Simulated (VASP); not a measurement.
Crystal: Rh.

```
Rh
1.0
     0.00000    1.90299    1.90299
     1.90299    0.00000    1.90299
     1.90299    1.90299    0.00000
Rh
1
Direct
  0.00000 0.00000 0.00000
```

| Item | Value |
| --- | --- |
| Program | VASP 6.6.1 |
| Task | relaxation of cell and atoms |
| Functional | PBEsol |
| Potentials or basis | VASP PAW PBE potentials, release 64 (Rh_pv) |
| Cutoff | 600 eV |
| k mesh | 18 × 18 × 18 |
| Occupations | gaussian, width 0.1 eV |
| Spin | no spin polarisation |

At the start: pressure -6.0 GPa; volume 13.78 Å³/atom.

Question: How do energy, volume and symmetry change on relaxing?

Answer: Over 4 steps the energy falls by 5.5 meV/atom and the volume is 13.49 Å³/atom (-2.1 %); space group Fm-3m (No. 225, to 0.1 Å) before and after.

The path:
```csv
step,energy change (eV),largest force (eV/Å),pressure (GPa),volume (Å³)
1,0.0000,0.0000,-5.97,13.78
2,0.0332,0.0000,18.45,12.78
3,-0.0055,0.0000,-0.12,13.50
4,-0.0055,0.0000,0.00,13.49
```

Final structure:
```cif
data_structure
_symmetry_space_group_name_H-M 'P 1'
_symmetry_Int_Tables_number 1
_cell_length_a 2.6723
_cell_length_b 2.6723
_cell_length_c 2.6723
_cell_angle_alpha 60.000
_cell_angle_beta 60.000
_cell_angle_gamma 60.000
_cell_volume 13.49
loop_
_atom_site_label
_atom_site_type_symbol
_atom_site_fract_x
_atom_site_fract_y
_atom_site_fract_z
_atom_site_occupancy
Rh1 Rh 0.00000 0.00000 0.00000 1
```

Caveat: the PAW data sets were made with another functional, which shifts forces and pressure a little.
